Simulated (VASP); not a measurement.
# BN (P4_2/mnm) in VASP: further runs, part 2 of 2

VASP 6.6.1.

## (3) Single point, PBE

This run uses another cell than the first one, of 6.61 Å³/atom, 1.132 times its volume.

Input file INCAR:

```
SYSTEM = BN
  ALGO = Normal
  EDIFF = 1E-6
  ENCUT = 520
  GGA = PE
  ISIF = 2
  ISMEAR = 0
  LASPH = .TRUE.
  LCHARG = .FALSE.
  LREAL = .FALSE.
  LWAVE = .FALSE.
  NBANDS = 26
  NELM = 60
  PREC = Accurate
  SIGMA = 0.05
```

Input file KPOINTS:

```
k-points
0
G
  6 6 10
  0 0 0
```

Input file POSCAR:

```
BN
1.0
    4.4890000000      0.0000000000      0.0000000000
    0.0000000000      4.4890000000      0.0000000000
    0.0000000000      0.0000000000      2.6257000000
B N
4 4
Direct
    0.1742811368      0.8257188632      0.5000000000
    0.3257188632      0.3257188632      0.0000000000
    0.6742811368      0.6742811368      0.0000000000
    0.8257188632      0.1742811368      0.5000000000
    0.8126115048      0.8126115048      0.5000000000
    0.3126115048      0.6873884952      0.0000000000
    0.6873884952      0.3126115048      0.0000000000
    0.1873884952      0.1873884952      0.5000000000
```

Potentials or basis: VASP PAW PBE potentials, release 64 (B, N).

On the command line:

```bash
cat potpaw_PBE.64/B/POTCAR potpaw_PBE.64/N/POTCAR > POTCAR
mpirun -np 1 vasp_std > vasp.out
```

Wall time 59 s (1 thread of Intel Xeon Platinum 8259CL at 2.50GHz (Skylake/Cascade Lake), shared host); peak memory 0.2 GiB.

The run converged. Its results:

```
Free energy            : -68.7881 eV
Pressure               : -18.8 GPa
Largest force          : 0.024 eV/Å
Band gap on the k mesh : 4.82 eV, indirect (least direct gap 5.82 eV)
```

Forces on the atoms (eV/Å):
```
B    0.015 -0.015  0.000
B   -0.015 -0.015  0.000
B    0.015  0.015  0.000
B   -0.015  0.015  0.000
N    0.017  0.017  0.000
N    0.017 -0.017  0.000
N   -0.017  0.017  0.000
N   -0.017 -0.017  0.000
```

Stress tensor (GPa, compression positive):
```
-14.51   0.00   0.00
  0.00 -14.51   0.00
  0.00   0.00 -27.45
```

Levels at points of the mesh, in eV from the valence-band top:
```
           k point  band 13  band 14  band 15  band 16  band 17  band 18  band 19  band 20
(0.00, 0.00, 0.00)    -0.49    -0.29     0.00     0.00     6.41     7.11     8.28     8.28
(0.50, 0.00, 0.00)    -1.46    -1.46    -1.23    -1.23     7.40     7.40     8.14     8.14
(0.50, 0.50, 0.00)    -2.46    -2.46    -2.42    -2.42     7.27     7.27     7.69     7.69
(0.00, 0.00, 0.50)    -3.92    -3.92    -3.22    -3.22     6.45     6.45     9.90     9.90
(0.50, 0.00, 0.50)    -3.40    -3.40    -2.04    -2.04     6.63     6.63     8.65     8.65
(0.50, 0.50, 0.50)    -2.85    -2.85    -2.33    -2.33     6.06     6.06     6.71     6.71
```

A k mesh can miss the band edges.

## (4) Single point, PBE

This run uses another cell than the first one, of 6.67 Å³/atom, 1.142 times its volume.

Input file INCAR:

```
PREC = Accurate ; ENCUT = 520
EDIFF = 1E-6 ; ISMEAR = 0
SIGMA = 0.05 ; LREAL = F
LASPH = T ; NELM = 100
ALGO = Normal ; ISIF = 2
LWAVE = F ; LCHARG = F
GGA = PE ; NBANDS = 26
```

Input file KPOINTS:

```
regular mesh
0
Gamma
  6 6 10
```

POSCAR, as its differences from that of step 3:

```diff
@@ -2,5 +2,5 @@
 1.0
-    4.4890000000      0.0000000000      0.0000000000
-    0.0000000000      4.4890000000      0.0000000000
-    0.0000000000      0.0000000000      2.6257000000
+    4.3232000000      0.0000000000      0.0000000000
+    0.0000000000      4.3232000000      0.0000000000
+    0.0000000000      0.0000000000      2.8551000000
 B N
```

Potentials or basis: VASP PAW PBE potentials, release 64 (B, N).

On the command line:

```bash
cat potpaw_PBE.64/B/POTCAR potpaw_PBE.64/N/POTCAR > POTCAR
mpirun -np 1 vasp_std > vasp.out
```

OUTCAR:

```text
PREC = Accurate
   ENCUT = 520
   EDIFF = 1E-6
   ISMEAR = 0
   LREAL = F
   LASPH = T
   NELM = 100
   ISIF = 2
   GGA = PE

 ion  position               nearest neighbor table
   1  0.174  0.826  0.500-   5 1.56   8 1.56   6 1.66   6 1.66   4 2.13
   2  0.326  0.326  0.000-   6 1.56   7 1.56   8 1.66   8 1.66   3 2.13
   3  0.674  0.674  0.000-   6 1.56   7 1.56   5 1.66   5 1.66   2 2.13
   4  0.826  0.174  0.500-   5 1.56   8 1.56   7 1.66   7 1.66   1 2.13
   5  0.813  0.813  0.500-   1 1.56   4 1.56   3 1.66   3 1.66
[... 913 lines left out ...]
  Total        3.6967220      3.6967220    -25.9108772      0.0000000      0.0000000      0.0000000
  in kB      110.9929501    110.9929501   -777.9661843      0.0000000      0.0000000      0.0000000
  external PRESSURE =    -185.3267614 kB  Pullay stress =       0.0000000 kB

 VOLUME and BASIS-vectors are now :
 -----------------------------------------------------------------------------
  energy-cutoff  :      520.00
  volume of cell :       53.36
      direct lattice vectors                 reciprocal lattice vectors
     4.323200000  0.000000000  0.000000000     0.231310141  0.000000000  0.000000000
     0.000000000  4.323200000  0.000000000     0.000000000  0.231310141  0.000000000
     0.000000000  0.000000000  2.855100000     0.000000000  0.000000000  0.350250429

 POSITION                                       TOTAL-FORCE (eV/Angst)
 -----------------------------------------------------------------------------------
      0.75345      3.56975      1.42755         0.015963     -0.015963      0.000000
      1.40815      1.40815      0.00000        -0.015963     -0.015963      0.000000
      2.91505      2.91505      0.00000         0.015963      0.015963      0.000000
      3.56975      0.75345      1.42755        -0.015963      0.015963      0.000000
      3.51308      3.51308      1.42755        -0.637999     -0.637999     -0.000000
      1.35148      2.97172      0.00000        -0.637999      0.637999      0.000000
      2.97172      1.35148      0.00000         0.637999     -0.637999     -0.000000
      0.81012      0.81012      1.42755         0.637999      0.637999      0.000000
 -----------------------------------------------------------------------------------
    total drift:                               -0.000000     -0.000000     -0.000000

  FREE ENERGIE OF THE ION-ELECTRON SYSTEM (eV)
  ---------------------------------------------------
  free  energy   TOTEN  =       -67.3154044266 eV

  energy  without entropy=      -67.3154044266  energy(sigma->0) =      -67.31540443
```

Run time: 43 s. Hardware: 1 thread of Intel Xeon Platinum 8259CL at 2.50GHz (Skylake/Cascade Lake), shared host; peak memory 0.19 GiB.

What came out:

| Quantity | Value |
| --- | --- |
| Free energy | -67.3154 eV |
| Pressure | -18.5 GPa |
| Largest force | 0.902 eV/Å |
| Band gap on the k mesh | 3.61 eV, direct |

Forces in eV/Å, atoms in the order of the input:
```
B    0.016 -0.016  0.000
B   -0.016 -0.016  0.000
B    0.016  0.016  0.000
B   -0.016  0.016  0.000
N   -0.638 -0.638  0.000
N   -0.638  0.638  0.000
N    0.638 -0.638  0.000
N    0.638  0.638  0.000
```

Levels at points of the mesh, in eV from the valence-band top:
```csv
k point,band 12,band 13,band 14,band 15,band 16,band 17,band 18,band 19,band 20,band 21
"(0.00, 0.00, 0.00)",-2.97,-1.16,-0.76,0.00,0.00,3.61,5.46,6.78,6.78,7.41
"(0.50, 0.00, 0.00)",-2.91,-1.93,-1.93,-1.53,-1.53,4.99,4.99,7.02,7.02,8.12
"(0.50, 0.50, 0.00)",-4.01,-3.25,-3.25,-1.72,-1.72,5.48,5.48,6.16,6.16,7.62
"(0.00, 0.00, 0.50)",-5.36,-3.69,-3.69,-3.37,-3.37,6.20,6.20,10.46,10.46,11.81
"(0.50, 0.00, 0.50)",-4.59,-3.74,-3.74,-1.51,-1.51,6.89,6.89,8.73,8.73,9.49
"(0.50, 0.50, 0.50)",-3.25,-2.94,-2.94,-2.14,-2.14,6.26,6.26,7.20,7.20,8.75
```

A k mesh can miss the band edges.

## (5) Single point, PBE

This run uses another cell than the first one, of 6.69 Å³/atom, 1.145 times its volume.

Input file INCAR:

```
ALGO     = Normal         # electronic algorithm
EDIFF    = 1E-6           # SCF threshold, eV
ENCUT    = 520            # plane-wave cutoff, eV
GGA      = PE             # functional
ISIF     = 2              # what is computed and relaxed
ISMEAR   = 0              # smearing method
LASPH    = True           # aspherical terms in the spheres
LCHARG   = True           # write CHGCAR
LELF     = True           # ELF
LREAL    = False          # projectors in reciprocal space
LVHAR    = True         
LWAVE    = False          # write WAVECAR
NBANDS   = 26             # bands
NELM     = 60             # most SCF steps
PREC     = Accurate       # precision mode
SIGMA    = 0.05           # smearing width, eV
```

Input file KPOINTS:

```
k-points
0
Gamma
  6 6 10
```

POSCAR, as its differences from that of step 4:

```diff
@@ -2,5 +2,5 @@
 1.0
-    4.3232000000      0.0000000000      0.0000000000
-    0.0000000000      4.3232000000      0.0000000000
-    0.0000000000      0.0000000000      2.8551000000
+    4.3895000000      0.0000000000      0.0000000000
+    0.0000000000      4.3895000000      0.0000000000
+    0.0000000000      0.0000000000      2.7786000000
 B N
```

On the command line:

```bash
cat potpaw_PBE.64/B/POTCAR potpaw_PBE.64/N/POTCAR > POTCAR
mpirun -np 1 vasp_std > vasp.out
```

Run time: 61 s. Hardware: 1 thread of Intel Xeon Platinum 8259CL at 2.50GHz (Skylake/Cascade Lake), shared host; peak memory 0.21 GiB.

The run converged. Its results:

* Free energy: -68.0170 eV
* Pressure: -21.4 GPa
* Largest force: 0.486 eV/Å
* Band gap on the k mesh: 4.47 eV, direct

Forces in eV/Å, atoms in the order of the input:
```
B   -0.016  0.016  0.000
B    0.016  0.016  0.000
B   -0.016 -0.016  0.000
B    0.016 -0.016  0.000
N   -0.344 -0.344  0.000
N   -0.344  0.344  0.000
N    0.344 -0.344  0.000
N    0.344  0.344  0.000
```

Stress tensor (GPa, compression positive):
```
  0.04   0.00   0.00
  0.00   0.04   0.00
  0.00   0.00 -64.22
```

Levels at points of the mesh, in eV from the valence-band top:
```csv
k point,band 14,band 15,band 16,band 17,band 18,band 19
"(0.00, 0.00, 0.00)",-0.73,0.00,0.00,4.47,5.95,7.51
"(0.50, 0.00, 0.00)",-1.83,-1.41,-1.41,5.72,5.72,7.45
"(0.50, 0.50, 0.00)",-3.02,-1.97,-1.97,6.17,6.17,6.73
"(0.00, 0.00, 0.50)",-3.79,-3.35,-3.35,6.30,6.30,10.20
"(0.50, 0.00, 0.50)",-3.65,-1.73,-1.73,6.74,6.74,8.69
"(0.50, 0.50, 0.50)",-3.08,-2.24,-2.24,6.12,6.12,6.98
```

A k mesh can miss the band edges. PBE gaps usually lie below the measured ones, often by a third to a half.

## (6) The runs side by side

```csv
cell,gap on the mesh (eV),pressure (GPa),largest force (eV/Å)
"a = 4.489, b = 4.489, c = 2.320 Å, 8 atoms",4.38,34.6,1.13
"a = 4.489, b = 4.489, c = 2.626 Å, 8 atoms",4.82,-18.8,0.02
"a = 4.323, b = 4.323, c = 2.855 Å, 8 atoms",3.61,-18.5,0.90
"a = 4.389, b = 4.389, c = 2.779 Å, 8 atoms",4.47,-21.4,0.49
```

Alike in all rows: task single point; level PBE; potentials or basis VASP PAW PBE potentials, release 64 (B, N); no spin polarisation; k mesh 6 × 6 × 10; cutoff (eV) 520; smearing gaussian 0.05 eV.

Caveats: forces of over 1 eV/Å act on the atoms, so gaps and moduli don't describe the material at rest (some runs).

Total energies depend on the potentials used, so only differences within one code and one set of settings carry meaning.
